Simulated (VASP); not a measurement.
# PtSe2 (P-3m1) in VASP: further runs

Runs on PtSe2. Level: r2SCAN+D3(BJ). Tasks: single point.

Program: VASP 6.6.1. These are calculated values, not measurements. Logs are shortened: lines on timing, memory, paths and dates and some standing lists are left out, and cuts for length are marked.

**1. The cell of the first run**

Symmetry: P-3m1, No. 164, trigonal system. The conventional cell has a = 3.724 Å, b = 3.724 Å, c = 5.062 Å, α = 90.00°, β = 90.00°, γ = 120.00°. Pt (site symmetry -3m) has 6 Se at 2.49 Å within 3.3 Å. Within 3.4 Å of Se (site symmetry 3m) lie 3 Pt at 2.49 Å and 6 Se at 3.32 Å.

**2. Single point, r2SCAN+D3(BJ)**

File POSCAR:

```
PtSe2
1.0
    3.7240000000      0.0000000000      0.0000000000
   -1.8620000000      3.2250786037      0.0000000000
    0.0000000000      0.0000000000      5.0620000000
Pt Se
1 2
Direct
    0.0000000000      0.0000000000      0.0000000000
    0.3333333333      0.6666666667      0.2500000000
    0.6666666667      0.3333333333      0.7500000000
```

File INCAR.step1:

```
ALGO     = Normal         # electronic algorithm
EDIFF    = 1E-4           # SCF threshold, eV
ENCUT    = 520            # plane-wave cutoff, eV
GGA      = PE             # functional
ISMEAR   = 0              # smearing method
LASPH    = T              # aspherical terms in the spheres
LCHARG   = F              # write CHGCAR
LREAL    = F              # projectors in reciprocal space
LWAVE    = T              # write WAVECAR
NBANDS   = 18             # bands
NELM     = 100            # most SCF steps
PREC     = Accurate       # precision mode
SIGMA    = 0.1            # smearing width, eV
```

File INCAR.step2:

```
ALGO     = Normal         # electronic algorithm
EDIFF    = 1E-6           # SCF threshold, eV
ENCUT    = 520            # plane-wave cutoff, eV
ISIF     = 2              # what is computed and relaxed
ISMEAR   = 0              # smearing method
ISTART   = 1            
IVDW     = 12             # dispersion correction
LASPH    = T              # aspherical terms in the spheres
LCHARG   = F              # write CHGCAR
LMIXTAU  = T            
LREAL    = F              # projectors in reciprocal space
LWAVE    = F              # write WAVECAR
METAGGA  = R2SCAN         # meta-GGA
NBANDS   = 18             # bands
NELM     = 100            # most SCF steps
PREC     = Accurate       # precision mode
SIGMA    = 0.1            # smearing width, eV
VDW_A1   = 0.49484001   
VDW_A2   = 5.73083694   
VDW_S6   = 1.0          
VDW_S8   = 0.78981345
```

File KPOINTS:

```
k-points
0
Gamma
  6 6 4
```

Potentials or basis: VASP PAW PBE potentials, release 64 (Pt, Se).

Started as:

```bash
$ cat potpaw_PBE.64/Pt/POTCAR potpaw_PBE.64/Se/POTCAR > POTCAR
$ cp INCAR.step1 INCAR
$ mpirun -np 1 vasp_std > vasp.out
$ cp INCAR.step2 INCAR
$ mpirun -np 1 vasp_std > vasp.out
```

OUTCAR:

```text
EDIFF = 1E-6
   ENCUT = 520
   ISIF = 2
   ISMEAR = 0
   ISTART = 1
   IVDW = 12
   LASPH = T
   LREAL = F
   METAGGA = R2SCAN
   NELM = 100
   PREC = Accurate
 IVDW          = 12

 ion  position               nearest neighbor table
   1  0.000  0.000  0.000-   2 2.49   3 2.49   3 2.49   2 2.49   3 2.49   2 2.49
   2  0.333  0.667  0.250-   1 2.49   1 2.49   1 2.49
   3  0.667  0.333  0.750-   1 2.49   1 2.49   1 2.49

  LATTYP: Found a hexagonal cell.
 ALAT       =     3.7240000000
 C/A-ratio  =     1.3592910849

  Lattice vectors:

 A1 = (   3.7240000000,   0.0000000000,   0.0000000000)
 A2 = (  -1.8620000000,   3.2250786037,   0.0000000000)
 A3 = (   0.0000000000,   0.0000000000,   5.0620000000)

Analysis of symmetry for initial positions (statically):
=====================================================================
 Subroutine PRICEL returns:
 Original cell was already a primitive cell.

 Routine SETGRP: Setting up the symmetry group for a
 hexagonal supercell.

 Subroutine GETGRP returns: Found 12 space group operations
 (whereof 12 operations were pure point group operations)
 out of a pool of 24 trial point group operations.

The static configuration has the point symmetry D_3d.

Analysis of symmetry for dynamics (positions and initial velocities):
=====================================================================
 Subroutine PRICEL returns:
 Original cell was already a primitive cell.

 Routine SETGRP: Setting up the symmetry group for a
 hexagonal supercell.

 Subroutine GETGRP returns: Found 12 space group operations
 (whereof 12 operations were pure point group operations)
 out of a pool of 24 trial point group operations.

The dynamic configuration has the point symmetry D_3d.

 Subroutine INISYM returns: Found 12 space group operations
 (whereof 12 operations are pure point group operations),
 and found     1 'primitive' translations

----------------------------------------------------------------------------------------

                                     Primitive cell

  volume of cell :      60.7956

  direct lattice vectors                    reciprocal lattice vectors
     3.724000000  0.000000000  0.000000000     0.268528464  0.155034981  0.000000000
[... 83 lines left out ...]
   LSORBIT =      F    spin-orbit coupling
   LASPH  =      T    aspherical Exc in radial PAW
   ENCUT  =  520.0 eV  38.22 Ry    6.18 a.u.   6.92  6.92  9.41*2*pi/ulx,y,z
   NELM   =    100;   NELMIN=  2; NELMDL=  0     # of ELM steps
   EDIFF  = 0.1E-05   stopping-criterion for ELM
   LREAL  =      F    real-space projection
   EDIFFG = 0.1E-04   stopping-criterion for IOM
   NSW    =      0    number of steps for IOM
   IBRION =     -1    ionic relax: 0-MD 1-quasi-New 2-CG
   NFREE  =      0    steps in history (QN), initial steepest desc. (CG)
   ISIF   =      2    stress and relaxation
   ISYM   =      2    0-nonsym 1-usesym 2-fastsym
   POTIM  = 0.5000    time-step for ionic-motion
   TEBEG  =    0.0;   TEEND  =   0.0 temperature during run
   PSTRESS=    0.0 pullay stress
   NELECT =      22.0000    total number of electrons
   NUPDOWN=      -1.0000    fix difference up-down
   EMIN   =  10.00;   EMAX   =-10.00  energy-range for DOS
   EFERMI =   0.00;   METHOD = LEGACY
   ISMEAR =     0;   SIGMA  =   0.10  broadening in eV -4-tet -1-fermi 0-gaus
   EFERMI_NEDOS =   21; number of points for ismear=-14 and -15
   IALGO  =     38    algorithm
   IMIX   =      4    mixing-type and parameters
     AMIX     =   0.40;   BMIX     =  1.00
     AMIX_MAG =   1.60;   BMIX_MAG =  1.00
  volume/ion in A,a.u.               =      20.27       136.76
  Fermi-wavevector in a.u.,A,eV,Ry     =   1.166608  2.204570 18.517184  1.360975
  Thomas-Fermi vector in A             =   2.303119
   LORBIT       =      0    0 simple, 1 ext, 2 COOP (PROOUT), +10 PAW based schemes
   METAGGA = R2SCAN    functional components
   LHFCALC =     F    Hartree Fock is set to
   AEXX    =    0.0000 exact exchange contribution
   IVDW    =    12    specifies the selected vdW correction
   LEPSILON=     F    determine dielectric tensor
   LRPA    =     F    only Hartree local field effects (RPA)
 non-spin polarized calculation
 Gauss-broadening in eV      SIGMA  =   0.10
  energy-cutoff  :      520.00
  volume of cell :       60.80
 maximum number of plane-waves:      1654
   NGX = 13   NGY = 13   NGZ = 19

 number of electron      21.9999999 magnetization

 Free energy of the ion-electron system (eV)
  ---------------------------------------------------
  ext. energy  EPLUGINS =         0.00000000
  ---------------------------------------------------
  free energy    TOTEN  =       -81.42518865 eV

  energy without entropy =      -81.42258372  energy(sigma->0) =      -81.42388618

 E-fermi :   6.3889     XC(G=0): -11.2673

 val. band max:        6.2697731554   @ k =   0.0000   0.1667   0.2500
 cond. band min:       6.4592489479   @ k =   0.3333   0.3333   0.0000
 fundamental gap:      0.1894757925
 Fermi energy:         6.3889301732

 k-point     1 :       0.0000    0.0000    0.0000
  band No.  band energies     occupation
      1     -10.0106      2.00000
      2      -7.0596      2.00000
      3      -1.1488      2.00000
      4      -0.4513      2.00000
      5      -0.4513      2.00000
      6       2.0701      2.00000
[... 481 lines left out ...]
      5      -0.2693      2.00000
      6       1.6244      2.00000
[... 10 lines left out ...]
     17      14.4141      0.00000
     18      16.9633      0.00000

------------------------ aborting loop because EDIFF is reached ----------------------------------------

 Edisp (eV)   -0.67168

 E8    (eV) :    -0.2234

  FORCE on cell =-STRESS in cart. coord.  units (eV):
  Direction    XX          YY          ZZ          XY          YZ          ZX
  --------------------------------------------------------------------------------------
  -------------------------------------------------------------------------------------
  Total       1.21683     1.21683     1.23312     0.00000    -0.00000     0.00000
  in kB      32.06783    32.06783    32.49701     0.00000    -0.00000     0.00000
  external pressure =       32.21 kB  Pullay stress =        0.00 kB

 VOLUME and BASIS-vectors are now :
 -----------------------------------------------------------------------------
  energy-cutoff  :      520.00
  volume of cell :       60.80
      direct lattice vectors                 reciprocal lattice vectors
     3.724000000  0.000000000  0.000000000     0.268528464  0.155034981  0.000000000
    -1.862000000  3.225078604  0.000000000     0.000000000  0.310069962  0.000000000
     0.000000000  0.000000000  5.062000000     0.000000000  0.000000000  0.197550375

 POSITION                                       TOTAL-FORCE (eV/Angst)
 -----------------------------------------------------------------------------------
      0.00000      0.00000      0.00000        -0.000000      0.000000      0.000000
     -0.00000      2.15005      1.26550        -0.000000      0.000000      0.365727
      1.86200      1.07503      3.79650         0.000000      0.000000     -0.365727
 -----------------------------------------------------------------------------------
    total drift:                               -0.000000     -0.000000     -0.000000

  FREE ENERGIE OF THE ION-ELECTRON SYSTEM (eV)
  ---------------------------------------------------
  free  energy   TOTEN  =       -82.0968698296 eV

  energy  without entropy=      -82.0942648943  energy(sigma->0) =      -82.09556736
```

OSZICAR.step1:

```text
N       E                     dE             d eps       ncg     rms          rms(c)
DAV:   1     0.111621110743E+03    0.11162E+03   -0.10050E+04   864   0.107E+03
DAV:   2    -0.990450342837E+01   -0.12153E+03   -0.11768E+03  1070   0.212E+02
DAV:   3    -0.149371223244E+02   -0.50326E+01   -0.49952E+01  1000   0.430E+01
DAV:   4    -0.149755261753E+02   -0.38404E-01   -0.38386E-01  1090   0.415E+00
DAV:   5    -0.149759420122E+02   -0.41584E-03   -0.41583E-03  1018   0.416E-01    0.131E+01
DAV:   6    -0.144041671802E+02    0.57177E+00   -0.42441E+00   904   0.184E+01    0.799E+00
DAV:   7    -0.142075064718E+02    0.19666E+00   -0.81376E-01   892   0.867E+00    0.402E+00
DAV:   8    -0.141893533186E+02    0.18153E-01   -0.45568E-02   948   0.159E+00    0.805E-01
DAV:   9    -0.141874883903E+02    0.18649E-02   -0.64929E-03   952   0.750E-01    0.174E-01
DAV:  10    -0.141876805491E+02   -0.19216E-03   -0.95416E-04  1048   0.204E-01    0.450E-02
DAV:  11    -0.141876800446E+02    0.50448E-06   -0.55692E-05   500   0.698E-02
   1 F= -.14187680E+02 E0= -.14184924E+02  d E =-.551133E-02
```

Run time: 48 s. Hardware: 1 thread of Intel Xeon 6975P-C (Granite Rapids), shared host; peak memory 0.2 GiB.

What came out:

```yaml
Free_energy: -82.0969 eV
Pressure: 3.2 GPa
Largest_force: 0.366 eV/Å
Band_gap_on_the_k_mesh: zero (bands 11 and 12 overlap by 0.26 eV)
Dispersion_energy_per_atom: -0.224 eV
```

Forces in eV/Å, atoms in the order of the input:
```
Pt   0.000  0.000  0.000
Se   0.000  0.000  0.366
Se   0.000  0.000 -0.366
```

Caveat: the cell stands under pressure; the PAW data sets were made with another functional, which shifts forces and pressure a little; spin-orbit coupling is left out, which moves the levels of the heavy elements.

**3. Single point, r2SCAN+D3(BJ)**

This run uses another cell than the first one, of 20.74 Å³/atom.

File POSCAR:

```
PtSe2
1.0
    3.7377458189      0.0000000000      0.0000000000
   -1.8688729095      3.2369828321      0.0000000000
    0.0000000000      0.0000000000      5.1426529209
Pt Se
1 2
Direct
    0.0000000000      0.0000000000      0.0000000000
    0.3333333333      0.6666666667      0.2511676826
    0.6666666667      0.3333333333      0.7488323174
```

File INCAR.step1:

```
  PREC = Accurate
  ENCUT = 520
  ISMEAR = -1
  SIGMA = 0.15
  LREAL = False
  LASPH = True
  NELM = 80
  NBANDS = 18
  GGA = PE
  ALGO = Normal
  EDIFF = 1E-4
  LWAVE = True
  LCHARG = False
```

File INCAR.step2:

```
  PREC = Accurate
  ENCUT = 520
  EDIFF = 1E-6
  ISMEAR = -1
  SIGMA = 0.15
  LREAL = False
  LASPH = True
  NELM = 80
  ALGO = Normal
  ISIF = 2
  LWAVE = False
  LCHARG = True
  METAGGA = R2SCAN
  LMIXTAU = True
  IVDW = 12
  VDW_S6 = 1.0
  VDW_S8 = 0.78981345
  VDW_A1 = 0.49484001
  VDW_A2 = 5.73083694
  LELF = True
  LVHAR = True
  NBANDS = 18
  ISTART = 1
```

File KPOINTS:

```
Automatic mesh
0
Gamma
  15 15 8
```

Potentials or basis: VASP PAW PBE potentials, release 64 (Pt, Se).

Started as:

```bash
$ cat potpaw_PBE.64/Pt/POTCAR potpaw_PBE.64/Se/POTCAR > POTCAR
$ cp INCAR.step1 INCAR
$ mpirun -np 1 vasp_std > vasp.out
$ cp INCAR.step2 INCAR
$ mpirun -np 1 vasp_std > vasp.out
```

Run time: 4.7 min. Hardware: 1 thread of Intel Xeon 6975P-C (Granite Rapids), shared host; peak memory 0.35 GiB.

It converged, with:

* Free energy: -82.1305 eV
* Pressure: 0.1 GPa
* Largest force: 0.014 eV/Å
* Band gap on the k mesh: zero (bands 11 and 12 overlap by 0.28 eV)
* Dispersion energy per atom: -0.219 eV

Forces on the atoms (eV/Å):
```
Pt   0.000  0.000  0.000
Se   0.000  0.000  0.014
Se   0.000  0.000 -0.014
```

Stress tensor (GPa, compression positive):
```
0.10 0.00 0.00
0.00 0.10 0.00
0.00 0.00 0.02
```

Levels at points of the mesh, in eV from the Fermi level:
```
           k point  band 8  band 9  band 10  band 11  band 12  band 13  band 14  band 15
(0.00, 0.00, 0.00)   -2.68   -1.08    -1.08     0.38     1.55     1.55     4.19     4.67
(0.00, 0.00, 0.50)   -2.94   -1.75    -1.51    -1.51     2.35     2.35     5.31     6.72
```

Caveat: the PAW data sets were made with another functional, which shifts forces and pressure a little; spin-orbit coupling is left out, which moves the levels of the heavy elements.

(Part 1 of 2 ends here.)
